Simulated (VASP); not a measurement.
# HfB3 (P6/mmm) in VASP: notebook, part 2 of 3

VASP 6.6.1. The steps go on from the part before.

## 3. Single point, PBE

This run uses another cell than the first one, of 16.24 Å³/atom, 1.460 times its volume.

Input file INCAR:

```
SYSTEM = HfB3
ALGO = Normal
EDIFF = 1E-7
ENCUT = 520
GGA = PE
ISIF = 2
ISMEAR = 0
LASPH = .TRUE.
LCHARG = .FALSE.
LREAL = .FALSE.
LWAVE = .FALSE.
NBANDS = 18
NELM = 80
PREC = Accurate
SIGMA = 0.1
```

Input file KPOINTS:

```
k-points
0
G
  6 6 4
  0 0 0
```

Input file POSCAR:

```
HfB3
1.0
    3.9956022264      0.0000000039      0.0000000000
   -1.9978011165      3.4602930295      0.0000000000
    0.0000000000      0.0000000000      4.6971649954
Hf B
1 3
Direct
    0.0000000000      0.0000000000      0.5000000000
    0.3333333333      0.6666666667      0.5000000000
    0.6666666667      0.3333333333      0.5000000000
    0.0000000000      0.0000000000      0.0000000000
```

Potentials or basis: VASP PAW PBE potentials, release 64 (Hf_pv, B).

Command:

```console
> cat potpaw_PBE.64/Hf_pv/POTCAR potpaw_PBE.64/B/POTCAR > POTCAR
> mpirun -np 1 vasp_std > vasp.out
```

OUTCAR:

```text
SYSTEM = HfB3
   EDIFF = 1E-7
   ENCUT = 520
   GGA = PE
   ISIF = 2
   ISMEAR = 0
   LASPH = .TRUE.
   LREAL = .FALSE.
   NELM = 80
   PREC = Accurate

 ion  position               nearest neighbor table
   1  0.000  0.000  0.500-   2 2.31   3 2.31   2 2.31   3 2.31   3 2.31   2 2.31   4 2.35   4 2.35

   2  0.333  0.667  0.500-   1 2.31   1 2.31   1 2.31
   3  0.667  0.333  0.500-   1 2.31   1 2.31   1 2.31
   4  0.000  0.000  0.000-   1 2.35   1 2.35

  LATTYP: Found a hexagonal cell.
 ALAT       =     3.9956022264
 C/A-ratio  =     1.1755837366

  Lattice vectors:

 A1 = (   3.9956022264,   0.0000000039,   0.0000000000)
 A2 = (  -1.9978011165,   3.4602930295,   0.0000000000)
 A3 = (   0.0000000000,   0.0000000000,   4.6971649954)

Analysis of symmetry for initial positions (statically):
=====================================================================
 Subroutine PRICEL returns:
 Original cell was already a primitive cell.

 Routine SETGRP: Setting up the symmetry group for a
 hexagonal supercell.

 Subroutine GETGRP returns: Found 24 space group operations
 (whereof 24 operations were pure point group operations)
 out of a pool of 24 trial point group operations.

The static configuration has the point symmetry D_6h.

Analysis of symmetry for dynamics (positions and initial velocities):
=====================================================================
 Subroutine PRICEL returns:
 Original cell was already a primitive cell.

 Routine SETGRP: Setting up the symmetry group for a
 hexagonal supercell.

 Subroutine GETGRP returns: Found 24 space group operations
 (whereof 24 operations were pure point group operations)
 out of a pool of 24 trial point group operations.

[... 116 lines left out ...]
   EFERMI_NEDOS =   21; number of points for ismear=-14 and -15
   IALGO  =     38    algorithm
   IMIX   =      4    mixing-type and parameters
     AMIX     =   0.40;   BMIX     =  1.00
     AMIX_MAG =   1.60;   BMIX_MAG =  1.00
  volume/ion in A,a.u.               =      16.24       109.56
  Fermi-wavevector in a.u.,A,eV,Ry     =   1.086799  2.053751 16.070264  1.181131
  Thomas-Fermi vector in A             =   2.222943
   LORBIT       =      0    0 simple, 1 ext, 2 COOP (PROOUT), +10 PAW based schemes
   GGA     = PE    functional components
   LHFCALC =     F    Hartree Fock is set to
   AEXX    =    0.0000 exact exchange contribution
   IVDW    =     0    specifies the selected vdW correction
   LEPSILON=     F    determine dielectric tensor
   LRPA    =     F    only Hartree local field effects (RPA)
 non-spin polarized calculation
 Gauss-broadening in eV      SIGMA  =   0.10
  energy-cutoff  :      520.00
  volume of cell :       64.94
 maximum number of plane-waves:      1763
 NGX is ok and might be reduce to    30
   NGX = 15   NGY = 15   NGZ = 17

 number of electron      19.0000002 magnetization

 Free energy of the ion-electron system (eV)
  ---------------------------------------------------
  ext. energy  EPLUGINS =         0.00000000
  ---------------------------------------------------
  free energy    TOTEN  =       -22.93731062 eV

  energy without entropy =      -22.90503789  energy(sigma->0) =      -22.92117426

 E-fermi :   2.3704     XC(G=0):  -9.5891

 val. band max:        2.3592361424   @ k =   0.3333   0.1667   0.5000
 cond. band min:       2.3733779596   @ k =   0.3333   0.0000   0.5000
 fundamental gap:      0.0141418172
 Fermi energy:         2.3704264807

 k-point     1 :       0.0000    0.0000    0.0000
  band No.  band energies     occupation
      1     -27.5458      2.00000
      2     -27.5458      2.00000
      3     -27.2346      2.00000
      4      -8.0145      2.00000
      5      -3.4767      2.00000
      6      -2.0693      2.00000
[... 418 lines left out ...]
      5      -4.2585      2.00000
      6      -2.5119      2.00000
[... 10 lines left out ...]
     17       9.1897      0.00000
     18      11.3235      0.00000

------------------------ aborting loop because EDIFF is reached ----------------------------------------

  FORCE on cell =-STRESS in cart. coord.  units (eV):
  Direction    XX          YY          ZZ          XY          YZ          ZX
  --------------------------------------------------------------------------------------
  -------------------------------------------------------------------------------------
  Total        0.1814426      0.1814426      0.1943099      0.0000000      0.0000000     -0.0000000
  in kB        4.4762971      4.4762971      4.7937401      0.0000000      0.0000000     -0.0000000
  external PRESSURE =       4.5821114 kB  Pullay stress =       0.0000000 kB

 VOLUME and BASIS-vectors are now :
 -----------------------------------------------------------------------------
  energy-cutoff  :      520.00
  volume of cell :       64.94
      direct lattice vectors                 reciprocal lattice vectors
     3.995602226  0.000000004  0.000000000     0.250275163  0.144496433  0.000000000
    -1.997801117  3.460293029  0.000000000    -0.000000000  0.288992866  0.000000000
     0.000000000  0.000000000  4.697164995     0.000000000  0.000000000  0.212894374

 POSITION                                       TOTAL-FORCE (eV/Angst)
 -----------------------------------------------------------------------------------
      0.00000      0.00000      2.34858         0.000000      0.000000      0.000000
     -0.00000      2.30686      2.34858         0.000000     -0.000000      0.000000
      1.99780      1.15343      2.34858        -0.000000      0.000000     -0.000000
      0.00000      0.00000      0.00000         0.000000      0.000000      0.000000
 -----------------------------------------------------------------------------------
    total drift:                                0.000000     -0.000000      0.000000

  FREE ENERGIE OF THE ION-ELECTRON SYSTEM (eV)
  ---------------------------------------------------
  free  energy   TOTEN  =       -22.9373106237 eV

  energy  without entropy=      -22.9050378936  energy(sigma->0) =      -22.92117426
```

OSZICAR:

```text
N       E                     dE             d eps       ncg     rms          rms(c)
DAV:   1     0.503416581843E+02    0.50342E+02   -0.93088E+03   756   0.925E+02
DAV:   2    -0.212384009788E+02   -0.71580E+02   -0.68357E+02  1078   0.206E+02
DAV:   3    -0.237581143685E+02   -0.25197E+01   -0.24648E+01   898   0.290E+01
DAV:   4    -0.237879053391E+02   -0.29791E-01   -0.29754E-01   960   0.370E+00
DAV:   5    -0.237883548158E+02   -0.44948E-03   -0.44943E-03   890   0.422E-01    0.578E+01
DAV:   6    -0.231975599296E+02    0.59079E+00   -0.44119E+00   820   0.636E+00    0.380E+01
DAV:   7    -0.239069387788E+02   -0.70938E+00   -0.11105E+01   808   0.767E+00    0.984E+00
DAV:   8    -0.229604466984E+02    0.94649E+00   -0.28108E+00   832   0.419E+00    0.309E+00
DAV:   9    -0.229406914590E+02    0.19755E-01   -0.23577E-01   848   0.169E+00    0.112E+00
DAV:  10    -0.229372347777E+02    0.34567E-02   -0.23503E-02   816   0.620E-01    0.634E-01
DAV:  11    -0.229373952820E+02   -0.16050E-03   -0.70500E-04   884   0.144E-01    0.235E-01
DAV:  12    -0.229373144900E+02    0.80792E-04   -0.25065E-04   946   0.524E-02    0.816E-02
DAV:  13    -0.229373089569E+02    0.55330E-05   -0.63605E-05   892   0.309E-02    0.112E-02
DAV:  14    -0.229373108976E+02   -0.19406E-05   -0.45588E-06   828   0.103E-02    0.899E-03
DAV:  15    -0.229373106600E+02    0.23756E-06   -0.23257E-07   922   0.229E-03    0.277E-03
DAV:  16    -0.229373106237E+02    0.36273E-07   -0.32526E-08   448   0.728E-04
   1 F= -.22937311E+02 E0= -.22921174E+02  d E =-.322727E-01
```

stdout:

```text
POSCAR found type information on POSCAR HfB
 POSCAR found :  2 types and       4 ions
 scaLAPACK will be used
 LDA part: xc-table for (Slater+PW92), standard interpolation
 POSCAR, INCAR and KPOINTS ok, starting setup
 FFT: planning ... GRIDC
 FFT: planning ... GRID_SOFT
 FFT: planning ... GRID
 WAVECAR not read
 entering main loop
```

Wall time 16 s (1 thread of Intel Xeon 6975P-C (Granite Rapids), shared host); peak memory 0.19 GiB.

Results:

```
Free energy : -22.9373 eV
Pressure    : 0.5 GPa
```

Levels at points of the mesh, in eV from the Fermi level:
```
           k point  band 5  band 6  band 7  band 8  band 9  band 10  band 11  band 12  band 13  band 14
(0.00, 0.00, 0.00)   -5.85   -4.44   -4.44   -2.30   -0.57     1.81     1.81     2.75     2.75     2.98
(0.50, 0.00, 0.00)   -7.05   -5.46   -2.25   -2.01   -0.99     0.35     0.52     0.58     2.16     2.18
(0.00, 0.00, 0.50)   -5.95   -4.41   -4.41   -2.05   -0.49     0.07     0.48     0.48     3.83     4.00
(0.50, 0.00, 0.50)   -6.85   -4.60   -3.50   -2.10   -2.06    -0.86    -0.13     0.54     1.33     3.32
```

Caveat: spin-orbit coupling is left out, which moves the levels of the heavy elements.

## 4. Relaxation of cell and atoms, PBE

Input file INCAR:

```
PREC = Accurate
ENCUT = 600
EDIFF = 1E-7
ISMEAR = 0
SIGMA = 0.1
LREAL = F
LASPH = T
NELM = 80
ALGO = Normal
ISIF = 3
LWAVE = F
LCHARG = F
GGA = PE
IBRION = 2
NSW = 90
EDIFFG = -0.04
```

Input file KPOINTS:

```
regular mesh
0
Gamma
  6 6 4
```

Input file POSCAR:

```
HfB3
1.0
    2.9821542900      0.0000000000      0.0000000000
   -1.4910771500      2.5826213700      0.0000000000
    0.0000000000      0.0000000000      5.7739685300
Hf B
1 3
Direct
    0.0000000000      0.0000000000      0.5000000000
    0.3333333300      0.6666666700      0.5000000000
    0.6666666700      0.3333333300      0.5000000000
    0.0000000000      0.0000000000      0.0000000000
```

Potentials or basis: VASP PAW PBE potentials, release 64 (Hf_pv, B).

Command:

```console
> cat potpaw_PBE.64/Hf_pv/POTCAR potpaw_PBE.64/B/POTCAR > POTCAR
> mpirun -np 1 vasp_std > vasp.out
```

OUTCAR:

```text
PREC = Accurate
   ENCUT = 600
   EDIFF = 1E-7
   ISMEAR = 0
   LREAL = F
   LASPH = T
   NELM = 80
   ISIF = 3
   GGA = PE
   IBRION = 2
   NSW = 90
   EDIFFG = -0.04

 ion  position               nearest neighbor table
   1  0.000  0.000  0.500-   2 1.72   3 1.72   2 1.72   3 1.72   3 1.72   2 1.72   4 2.89   4 2.89

   2  0.333  0.667  0.500-   3 1.72   3 1.72   1 1.72   1 1.72   1 1.72   3 1.72
   3  0.667  0.333  0.500-   2 1.72   2 1.72   1 1.72   1 1.72   1 1.72   2 1.72
   4  0.000  0.000  0.000-   1 2.89   1 2.89

  LATTYP: Found a hexagonal cell.
 ALAT       =     2.9821542900
 C/A-ratio  =     1.9361736411

  Lattice vectors:

 A1 = (   2.9821542900,   0.0000000000,   0.0000000000)
 A2 = (  -1.4910771500,   2.5826213700,   0.0000000000)
 A3 = (   0.0000000000,   0.0000000000,   5.7739685300)

Analysis of symmetry for initial positions (statically):
=====================================================================
 Subroutine PRICEL returns:
 Original cell was already a primitive cell.

 Routine SETGRP: Setting up the symmetry group for a
 hexagonal supercell.

 Subroutine GETGRP returns: Found 24 space group operations
 (whereof 24 operations were pure point group operations)
 out of a pool of 24 trial point group operations.

The static configuration has the point symmetry D_6h.

Analysis of symmetry for dynamics (positions and initial velocities):
=====================================================================
 Subroutine PRICEL returns:
 Original cell was already a primitive cell.

 Routine SETGRP: Setting up the symmetry group for a
 hexagonal supercell.

 Subroutine GETGRP returns: Found 24 space group operations
 (whereof 24 operations were pure point group operations)
 out of a pool of 24 trial point group operations.

The dynamic configuration has the point symmetry D_6h.

 Subroutine INISYM returns: Found 24 space group operations
 (whereof 24 operations are pure point group operations),
 and found     1 'primitive' translations

----------------------------------------------------------------------------------------

                                     Primitive cell

[... 85 lines left out ...]
   LNONCOLLINEAR =      F non collinear calculations
   LSORBIT =      F    spin-orbit coupling
   LASPH  =      T    aspherical Exc in radial PAW
   ENCUT  =  600.0 eV  44.10 Ry    6.64 a.u.   5.96  5.96 11.53*2*pi/ulx,y,z
   NELM   =     80;   NELMIN=  2; NELMDL= -5     # of ELM steps
   EDIFF  = 0.1E-06   stopping-criterion for ELM
   LREAL  =      F    real-space projection
   EDIFFG = -.4E-01   stopping-criterion for IOM
   NSW    =     90    number of steps for IOM
   IBRION =      2    ionic relax: 0-MD 1-quasi-New 2-CG
   NFREE  =      1    steps in history (QN), initial steepest desc. (CG)
   ISIF   =      3    stress and relaxation
   ISYM   =      2    0-nonsym 1-usesym 2-fastsym
   POTIM  = 0.5000    time-step for ionic-motion
   TEBEG  =    0.0;   TEEND  =   0.0 temperature during run
   PSTRESS=    0.0 pullay stress
   NELECT =      19.0000    total number of electrons
   NUPDOWN=      -1.0000    fix difference up-down
   EMIN   =  10.00;   EMAX   =-10.00  energy-range for DOS
   EFERMI =   0.00;   METHOD = LEGACY
   ISMEAR =     0;   SIGMA  =   0.10  broadening in eV -4-tet -1-fermi 0-gaus
   EFERMI_NEDOS =   21; number of points for ismear=-14 and -15
   IALGO  =     38    algorithm
   IMIX   =      4    mixing-type and parameters
     AMIX     =   0.40;   BMIX     =  1.00
     AMIX_MAG =   1.60;   BMIX_MAG =  1.00
  volume/ion in A,a.u.               =      11.12        75.02
  Fermi-wavevector in a.u.,A,eV,Ry     =   1.233022  2.330074 20.685537  1.520344
  Thomas-Fermi vector in A             =   2.367769
   LORBIT       =      0    0 simple, 1 ext, 2 COOP (PROOUT), +10 PAW based schemes
   GGA     = PE    functional components
   LHFCALC =     F    Hartree Fock is set to
   AEXX    =    0.0000 exact exchange contribution
   IVDW    =     0    specifies the selected vdW correction
   LEPSILON=     F    determine dielectric tensor
   LRPA    =     F    only Hartree local field effects (RPA)
 conjugate gradient relaxation of ions
 non-spin polarized calculation
 Gauss-broadening in eV      SIGMA  =   0.10
  energy-cutoff  :      600.00
  volume of cell :       44.47
 maximum number of plane-waves:      1524
 NGX is ok and might be reduce to    24
   NGX = 11   NGY = 11   NGZ = 23

--------------------------------------- Ionic step        1  -------------------------------------------

 number of electron      18.9999999 magnetization

 Free energy of the ion-electron system (eV)
  ---------------------------------------------------
  ext. energy  EPLUGINS =         0.00000000
  ---------------------------------------------------
  free energy    TOTEN  =        -6.55139912 eV

  energy without entropy =       -6.52461044  energy(sigma->0) =       -6.53800478

 E-fermi :   4.5122     XC(G=0): -10.8553

 val. band max:        4.4936453987   @ k =   0.1667   0.1667   0.5000
 cond. band min:       4.5136557320   @ k =   0.5000  -0.0000   0.0000
 fundamental gap:      0.0200103334
 Fermi energy:         4.5122033540
[... 980 lines left out ...]
--------------------------------------- Ionic step        9  -------------------------------------------

 number of electron      19.0000007 magnetization

 Free energy of the ion-electron system (eV)
  ---------------------------------------------------
  ext. energy  EPLUGINS =         0.00000000
  ---------------------------------------------------
  free energy    TOTEN  =       -22.92588865 eV

  energy without entropy =      -22.89410041  energy(sigma->0) =      -22.90999453

 E-fermi :   2.3260     XC(G=0):  -9.5543

 val. band max:        2.3140704454   @ k =   0.3333   0.1667   0.5000
 cond. band min:       2.3374969665   @ k =   0.3333   0.1667   0.2500
 fundamental gap:      0.0234265211
 Fermi energy:         2.3259767101
[... 365 lines left out ...]
  FREE ENERGIE OF THE ION-ELECTRON SYSTEM (eV)
  ---------------------------------------------------
  free  energy   TOTEN  =       -22.9258886522 eV

  energy  without entropy=      -22.8941004127  energy(sigma->0) =      -22.90999453

 reached required accuracy - stopping structural energy minimisation
```

OSZICAR:

```text
N       E                     dE             d eps       ncg     rms          rms(c)
DAV:   1     0.100080581466E+03    0.10008E+03   -0.11428E+04   546   0.151E+03
DAV:   2    -0.129306496536E+02   -0.11301E+03   -0.10831E+03   748   0.311E+02
DAV:   3    -0.185033041737E+02   -0.55727E+01   -0.54996E+01   736   0.547E+01
[... 134 lines left out ...]
DAV:   4    -0.229259057456E+02    0.22153E-03   -0.84493E-04   636   0.182E-01    0.462E-02
DAV:   5    -0.229258925675E+02    0.13178E-04   -0.48947E-05   712   0.514E-02    0.428E-02
DAV:   6    -0.229258890722E+02    0.34953E-05   -0.21642E-05   714   0.203E-02    0.802E-03
DAV:   7    -0.229258887516E+02    0.32065E-06   -0.13166E-06   666   0.668E-03    0.340E-03
DAV:   8    -0.229258886522E+02    0.99365E-07   -0.15680E-07   382   0.298E-03
   9 F= -.22925889E+02 E0= -.22909995E+02  d E =-.938073E+00
```

Run time: 74 s. Hardware: 1 thread of Intel Xeon 6975P-C (Granite Rapids), shared host; peak memory 0.18 GiB.

What came out:

```yaml
Free_energy: -22.9259 eV
Relaxed_volume: 16.38 Å³/atom
Relaxed_cell: a = 4.005 Å, b = 4.005 Å, c = 4.716 Å, α = 90.00°, β = 90.00°, γ = 120.00°
Space_group_after_relaxing_to_0.05_Å: P6/mmm (No. 191)
Energy_gained_by_relaxing: 4093.6 meV/atom
Ionic_steps: 9
Pressure_after_relaxing: -0.3 GPa
```

Stress tensor (GPa, compression positive):
```
-0.37  0.00  0.00
 0.00 -0.37  0.00
 0.00  0.00 -0.22
```

The path:
```csv
step,energy change (eV),largest force (eV/Å),pressure (GPa),volume (Å³)
1,0.0000,0.0000,157.06,44.47
2,-9.5624,0.0000,-14.99,139.15
3,-15.3890,0.0000,-8.99,81.12
4,-15.4208,0.0000,-7.86,79.73
5,-15.4364,0.0000,-6.08,77.76
6,-16.1123,0.0000,-4.62,71.20
7,-16.3574,0.0000,-1.56,66.85
8,-16.3743,0.0000,-0.08,65.25
9,-16.3745,0.0000,-0.32,65.50
```

Final structure:
```cif
data_structure
_symmetry_space_group_name_H-M 'P 1'
_symmetry_Int_Tables_number 1
_cell_length_a 4.0045
_cell_length_b 4.0045
_cell_length_c 4.7164
_cell_angle_alpha 90.000
_cell_angle_beta 90.000
_cell_angle_gamma 120.000
_cell_volume 65.50
loop_
_atom_site_label
_atom_site_type_symbol
_atom_site_fract_x
_atom_site_fract_y
_atom_site_fract_z
_atom_site_occupancy
Hf1 Hf 0.00000 0.00000 0.50000 1
B1 B 0.33333 0.66667 0.50000 1
B2 B 0.66667 0.33333 0.50000 1
B3 B 0.00000 0.00000 0.00000 1
```

Caveat: the k points lie up to 0.33 Å⁻¹ apart in the final cell; the volume moved by over 15 % at a fixed basis, so the end points are rough; spin-orbit coupling is left out, which moves the levels of the heavy elements.

(Continued in part 3 of 3.)
